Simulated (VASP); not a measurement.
TiC, 2 atoms in the cell. It takes space group Fm-3m (No. 225, cubic). The conventional cell has a = 4.293 Å, b = 4.293 Å, c = 4.293 Å, α = 90.00°, β = 90.00°, γ = 90.00°. Within 2.8 Å of Ti (site symmetry m-3m) lie 6 C at 2.15 Å. C (site symmetry m-3m) has 6 Ti at 2.15 Å within 2.8 Å. 

* Program: VASP 6.6.1
* Task: relaxation of cell and atoms
* Functional: PBEsol
* Potentials or basis: VASP PAW PBE potentials, release 64 (Ti_sv, C)
* Cutoff: 600 eV
* k mesh: 16 × 16 × 16
* Occupations: fermi-dirac, width 0.15 eV
* Spin: no spin polarisation
* Dipole correction: no
* Further INCAR settings: ALGO = Normal; EDIFF = 1e-06; IBRION = 2; EDIFFG = -0.001; NSW = 80; ISIF = 3

Potentials or basis: VASP PAW PBE potentials, release 64 (Ti_sv, C).

Run with:

```sh
$ cat potpaw_PBE.64/Ti_sv/POTCAR potpaw_PBE.64/C/POTCAR > POTCAR
$ mpirun -np 1 vasp_std > vasp.out
```

Hardware: 1 thread of Intel(R) Xeon(R) Platinum 8259CL CPU @ 2.50GHz (Skylake/Cascade Lake), on a shared host.

Problem. How long does it take, and how much memory?

Solution. Wall time 45 s on 1 thread of Intel(R) Xeon(R) Platinum 8259CL CPU @ 2.50GHz (Skylake/Cascade Lake), on a shared host, peak memory 0.18 GiB. Counts: scf iterations 28, k points 145, ion steps 3.
